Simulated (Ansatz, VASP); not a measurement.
**One calculation of LiCl, two programs**

```
CELL_PARAMETERS angstrom
0.00000 2.68384 2.68384
2.68384 0.00000 2.68384
2.68384 2.68384 0.00000
ATOMIC_POSITIONS crystal
Li 0.00000 0.00000 0.00000
Cl 0.50000 0.50000 0.50000
```

Change from the starting cell: hydrostatic strain +5.0%.

Alike in both runs: task single point; functional PBE; k mesh 8 × 8 × 8; occupations fermi-dirac, width 0.02 eV; no spin polarisation.

|  | VASP | Ansatz |
| --- | --- | --- |
| version | VASP 6.6.1 | Ansatz 0.2.0 |
| potentials or method | VASP PAW PBE potentials, release 64 (Li_sv, Cl) | plane waves, PAW |
| plane-wave cutoff (eV) | 520 | 420 |
| valence electrons in the cell | 10 | 10 |

Ansatz gave:

- gap on the k mesh at the Fermi level (eV): 5.62

Problem. Estimate VASP's values.

Solution. gap on the k mesh at the Fermi level (eV): 5.63.

With one functional, cell and mesh, what is left measures potentials, basis and numerics.

Noted on VASP's run: the cutoff is short for stress, so the pressure is rough.
